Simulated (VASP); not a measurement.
# InSb (F-43m) in VASP: notebook, part 2 of 2

VASP 6.6.1. The steps go on from the part before.

### Step 4. Single point, PBEsol

INCAR reads:

```
SYSTEM = InSb
  ALGO = Normal
  EDIFF = 1E-7
  ENCUT = 520
  GGA = PS
  ISIF = 2
  ISMEAR = 0
  LASPH = .True.
  LCHARG = .False.
  LREAL = .False.
  LWAVE = .False.
  NBANDS = 16
  NELM = 80
  PREC = Accurate
  SIGMA = 0.1
```

KPOINTS reads:

```
k-points
0
Gamma
  9 9 9
  0 0 0
```

POSCAR reads:

```
InSb
1.0
    4.6102358898      0.0000000000      0.0000000000
   -2.3051179449      3.9925813980      0.0000000000
    0.0000000000      2.6617209320      3.7642418413
In Sb
1 1
Direct
    0.0000000000      0.0000000000      0.0000000000
    0.7500000000      0.5000000000      0.7500000000
```

Potentials or basis: VASP PAW PBE potentials, release 64 (In_d, Sb).

Launch:

```sh
cat potpaw_PBE.64/In_d/POTCAR potpaw_PBE.64/Sb/POTCAR > POTCAR
mpirun -np 1 vasp_std > vasp.out
```

OUTCAR:

```text
SYSTEM = InSb
   EDIFF = 1E-7
   ENCUT = 520
   GGA = PS
   ISIF = 2
   ISMEAR = 0
   LASPH = .True.
   LREAL = .False.
   NELM = 80
   PREC = Accurate

 ion  position               nearest neighbor table
   1  0.000  0.000  0.000-   2 2.82   2 2.82   2 2.82   2 2.82
   2  0.750  0.500  0.750-   1 2.82   1 2.82   1 2.82   1 2.82

  LATTYP: Found a face centered cubic cell.
 ALAT       =     6.5198581211

  Lattice vectors:

 A1 = (   0.0000000000,   2.6617209320,   3.7642418413)
 A2 = (   2.3051179449,   3.9925813980,   0.0000000000)
 A3 = (  -2.3051179449,   3.9925813980,   0.0000000000)

Analysis of symmetry for initial positions (statically):
=====================================================================
 Subroutine PRICEL returns:
 Original cell was already a primitive cell.

 Routine SETGRP: Setting up the symmetry group for a
 face centered cubic supercell.

 Subroutine GETGRP returns: Found 24 space group operations
 (whereof 24 operations were pure point group operations)
 out of a pool of 48 trial point group operations.

The static configuration has the point symmetry T_d .

Analysis of symmetry for dynamics (positions and initial velocities):
=====================================================================
 Subroutine PRICEL returns:
 Original cell was already a primitive cell.

 Routine SETGRP: Setting up the symmetry group for a
 face centered cubic supercell.

 Subroutine GETGRP returns: Found 24 space group operations
 (whereof 24 operations were pure point group operations)
 out of a pool of 48 trial point group operations.

The dynamic configuration has the point symmetry T_d .

 Subroutine INISYM returns: Found 24 space group operations
 (whereof 24 operations are pure point group operations),
 and found     1 'primitive' translations

[... 107 lines left out ...]
   EMIN   =  10.00;   EMAX   =-10.00  energy-range for DOS
   EFERMI =   0.00;   METHOD = LEGACY
   ISMEAR =     0;   SIGMA  =   0.10  broadening in eV -4-tet -1-fermi 0-gaus
   EFERMI_NEDOS =   21; number of points for ismear=-14 and -15
   IALGO  =     38    algorithm
   IMIX   =      4    mixing-type and parameters
     AMIX     =   0.40;   BMIX     =  1.00
     AMIX_MAG =   1.60;   BMIX_MAG =  1.00
  volume/ion in A,a.u.               =      34.64       233.79
  Fermi-wavevector in a.u.,A,eV,Ry     =   1.044594  1.973996 14.846359  1.091177
  Thomas-Fermi vector in A             =   2.179353
   LORBIT       =      0    0 simple, 1 ext, 2 COOP (PROOUT), +10 PAW based schemes
   GGA     = PS    functional components
   LHFCALC =     F    Hartree Fock is set to
   AEXX    =    0.0000 exact exchange contribution
   IVDW    =     0    specifies the selected vdW correction
   LEPSILON=     F    determine dielectric tensor
   LRPA    =     F    only Hartree local field effects (RPA)
 non-spin polarized calculation
 Gauss-broadening in eV      SIGMA  =   0.10
  energy-cutoff  :      520.00
  volume of cell :       69.29
 maximum number of plane-waves:      1889
 NGX is ok and might be reduce to    36
   NGX = 17   NGY = 17   NGZ = 17

 number of electron      17.9999994 magnetization

 Free energy of the ion-electron system (eV)
  ---------------------------------------------------
  ext. energy  EPLUGINS =         0.00000000
  ---------------------------------------------------
  free energy    TOTEN  =        -7.69851328 eV

  energy without entropy =       -7.69827734  energy(sigma->0) =       -7.69839531

 E-fermi :   4.7992     XC(G=0):  -8.7884

 val. band max:        4.7657638444   @ k =   0.0000   0.0000   0.0000
 cond. band min:       5.2233451049   @ k =   0.4444  -0.0000   0.0000
 fundamental gap:      0.4575812605
 Fermi energy:         4.7992398702

 k-point     1 :       0.0000    0.0000    0.0000
  band No.  band energies     occupation
      1      -9.7359      2.00000
      2      -9.7359      2.00000
      3      -9.7359      2.00000
      4      -9.6546      2.00000
      5      -9.6546      2.00000
      6      -5.8647      2.00000
[... 433 lines left out ...]
      3      -9.6954      2.00000
      4      -9.6723      2.00000
      5      -9.6461      2.00000
      6      -4.0593      2.00000
[... 8 lines left out ...]
     15      14.7962      0.00000
     16      15.2949      0.00000

 [... further k-points ...]
[... 5 lines left out ...]
  --------------------------------------------------------------------------------------
  -------------------------------------------------------------------------------------
  Total        0.0008895      0.0008895      0.0008895      0.0000000      0.0000000     -0.0000000
  in kB        0.0205692      0.0205692      0.0205692      0.0000000      0.0000000     -0.0000000
  external PRESSURE =       0.0205692 kB  Pullay stress =       0.0000000 kB

 VOLUME and BASIS-vectors are now :
 -----------------------------------------------------------------------------
  energy-cutoff  :      520.00
  volume of cell :       69.29
      direct lattice vectors                 reciprocal lattice vectors
     4.610235890  0.000000000  0.000000000     0.216908641  0.125232262 -0.088552582
    -2.305117945  3.992581398  0.000000000     0.000000000  0.250464524 -0.177105163
     0.000000000  2.661720932  3.764241841     0.000000000  0.000000000  0.265657745

 POSITION                                       TOTAL-FORCE (eV/Angst)
 -----------------------------------------------------------------------------------
      0.00000      0.00000      0.00000        -0.000000     -0.000000      0.000000
      2.30512      3.99258      2.82318         0.000000      0.000000     -0.000000
 -----------------------------------------------------------------------------------
    total drift:                               -0.000000      0.000000     -0.000000

  FREE ENERGIE OF THE ION-ELECTRON SYSTEM (eV)
  ---------------------------------------------------
  free  energy   TOTEN  =        -7.6985132778 eV

  energy  without entropy=       -7.6982773411  energy(sigma->0) =       -7.69839531
```

stdout:

```text
POSCAR found type information on POSCAR InSb
 POSCAR found :  2 types and       2 ions
 scaLAPACK will be used
 -----------------------------------------------------------------------------
|                                                                             |
|                                                                             |
|     You enforced a specific xc type in the INCAR file but a different       |
|     I HOPE YOU KNOW WHAT YOU ARE DOING!                                     |
|                                                                             |
 -----------------------------------------------------------------------------

 LDA part: xc-table for (Slater+PW92), standard interpolation
 POSCAR, INCAR and KPOINTS ok, starting setup
 FFT: planning ... GRIDC
 FFT: planning ... GRID_SOFT
 FFT: planning ... GRID
 WAVECAR not read
 entering main loop
```

It took 21 s on 1 thread of Intel Xeon Platinum 8559C (Emerald Rapids), shared host; peak memory 0.22 GiB.

What came out:

```
Free energy            : -7.6985 eV
Pressure               : 0.0 GPa
Band gap on the k mesh : zero (filled and empty bands touch)
```

Caveat: the PAW data sets were made with another functional, which shifts forces and pressure a little; spin-orbit coupling is left out, which moves the levels of the heavy elements.

### Step 5. Single point, PBEsol

INCAR reads:

```
SYSTEM = InSb
PREC = Accurate ; ENCUT = 520
EDIFF = 1E-6 ; ISMEAR = 0
SIGMA = 0.1 ; LREAL = .False.
LASPH = .True. ; NELM = 80
ALGO = Normal ; ISIF = 2
LWAVE = .False. ; LCHARG = .False.
GGA = PS ; NBANDS = 16
```

KPOINTS reads:

```
regular mesh
0
Gamma
  12 12 12
  0 0 0
```

POSCAR reads:

```
InSb
1.0
    0.0000000000      3.2599290606      3.2599290606
    3.2599290606      0.0000000000      3.2599290606
    3.2599290606      3.2599290606      0.0000000000
In Sb
1 1
Direct
    0.0000000000      0.0000000000      0.0000000000
    0.7500000000      0.7500000000      0.7500000000
```

Launch:

```sh
cat potpaw_PBE.64/In_d/POTCAR potpaw_PBE.64/Sb/POTCAR > POTCAR
mpirun -np 1 vasp_std > vasp.out
```

Wall time 39 s (1 thread of Intel Xeon Platinum 8559C (Emerald Rapids), shared host); peak memory 0.25 GiB.

It converged, with:

| Property | Result |
| --- | --- |
| Free energy | -7.7008 eV |
| Pressure | 0.0 GPa |
| Band gap on the k mesh | zero (filled and empty bands touch) |

Levels at points of the mesh, in eV from the Fermi level:
```
           k point  band 7  band 8  band 9  band 10  band 11  band 12
(0.00, 0.00, 0.00)   -0.42   -0.06   -0.06    -0.06     2.88     2.88
(0.50, 0.00, 0.00)   -5.63   -1.04   -1.04     0.38     3.72     3.72
(0.50, 0.50, 0.00)   -5.92   -2.27   -2.27     1.22     1.23     7.96
```

Caveat: the PAW data sets were made with another functional, which shifts forces and pressure a little; spin-orbit coupling is left out, which moves the levels of the heavy elements.

### Step 6. Single point, PBEsol

This run uses another cell than the first one, of 25.87 Å³/atom, 0.747 times its volume.

INCAR reads:

```
SYSTEM = InSb
PREC = Accurate
ENCUT = 520
EDIFF = 1E-6
ISMEAR = -1
SIGMA = 0.15
LREAL = .False.
LASPH = .True.
NELM = 100
ALGO = Normal
ISIF = 2
LWAVE = .False.
LCHARG = .True.
GGA = PS
LELF = .True.
LVHAR = .True.
NBANDS = 16
```

KPOINTS reads:

```
Automatic mesh
0
Gamma
  12 12 12
  0 0 0
```

POSCAR reads:

```
InSb
1.0
    0.0000000000      2.9576977404      2.9576977404
    2.9576977404      0.0000000000      2.9576977404
    2.9576977404      2.9576977404      0.0000000000
In Sb
1 1
Direct
    0.0000000000      0.0000000000      0.0000000000
    0.7500000000      0.7500000000      0.7500000000
```

Potentials or basis: VASP PAW PBE potentials, release 64 (In_d, Sb).

Launch:

```sh
cat potpaw_PBE.64/In_d/POTCAR potpaw_PBE.64/Sb/POTCAR > POTCAR
mpirun -np 1 vasp_std > vasp.out
```

It took 33 s on 1 thread of Intel Xeon Platinum 8259CL at 2.50GHz (Skylake/Cascade Lake), shared host; peak memory 0.21 GiB.

It converged, with:

- Free energy: -6.6590 eV
- Pressure: 25.0 GPa
- Band gap on the k mesh: 0.60 eV, indirect (least direct gap 1.37 eV)

Levels at points of the mesh, in eV from the valence-band top:
```tsv
k point	band 5	band 6	band 7	band 8	band 9	band 10	band 11	band 12	band 13	band 14
(0.00, 0.00, 0.00)	-15.29	-12.90	0.00	0.00	0.00	1.37	2.78	2.78	2.78	5.73
(0.50, 0.00, 0.00)	-15.29	-10.68	-7.30	-1.54	-1.54	1.00	3.69	3.69	5.52	9.67
(0.50, 0.50, 0.00)	-15.27	-9.68	-7.39	-3.40	-3.40	0.64	0.90	9.76	9.76	10.70
```

Caveat: the PAW data sets were made with another functional, which shifts forces and pressure a little; spin-orbit coupling is left out, which moves the levels of the heavy elements.

### Step 7. Overview

| cell | k mesh | smearing | gap on the mesh (eV) | pressure (GPa) |
| --- | --- | --- | --- | --- |
| a = 4.610 Å, angles 60.0°, 2 atoms | 12 × 12 × 12 | fermi-dirac 0.15 eV | none | 0.0 |
| a = 4.610 Å, angles 60.0°, 2 atoms | 12 × 12 × 12 | gaussian 0.1 eV | none | 0.0 |
| a = 4.610 Å, angles 60.0, 90.0, 120.0°, 2 atoms | 9 × 9 × 9 | gaussian 0.1 eV | none | 0.0 |
| a = 4.183 Å, angles 60.0°, 2 atoms | 12 × 12 × 12 | fermi-dirac 0.15 eV | 0.60 | 25.0 |

Alike in all rows: task single point; level PBEsol; potentials or basis VASP PAW PBE potentials, release 64 (In_d, Sb); no spin polarisation; cutoff (eV) 520.

Caveats: the PAW data sets were made with another functional, which shifts forces and pressure a little; spin-orbit coupling is left out, which moves the levels of the heavy elements.

Total energies depend on the potentials used, so only differences within one code and one set of settings carry meaning.

### Step 8. How close it comes

Step 3. A measured gap of InSb is 0.24 eV (quoted in “Electronic Structure and Epitaxy of CdTe Shells on InSb Nanowires”, 2021, arxiv:2111.05126); the calculated 0.00 eV misses it by -0.24 eV. Spin-orbit coupling on In, Sb is left out. The value is that of PBEsol on a finite k mesh, which can miss the band edges, without temperature or zero-point motion. Semilocal functionals fall short of measured gaps as a rule.

Step 4. Against the measured gap of InSb, 0.24 eV (quoted in “Electronic Structure and Epitaxy of CdTe Shells on InSb Nanowires”, 2021, arxiv:2111.05126), the calculated 0.00 eV is off by -0.24 eV. Spin-orbit coupling on In, Sb is left out. The value is that of PBEsol on a finite k mesh, which can miss the band edges, without temperature or zero-point motion. Semilocal functionals fall short of measured gaps as a rule.

Step 5. A measured gap of InSb is 0.24 eV (quoted in “Electronic Structure and Epitaxy of CdTe Shells on InSb Nanowires”, 2021, arxiv:2111.05126); the calculated 0.00 eV misses it by -0.24 eV. Spin-orbit coupling on In, Sb is left out. The value is that of PBEsol on a finite k mesh, which can miss the band edges, without temperature or zero-point motion. Semilocal functionals fall short of measured gaps as a rule.
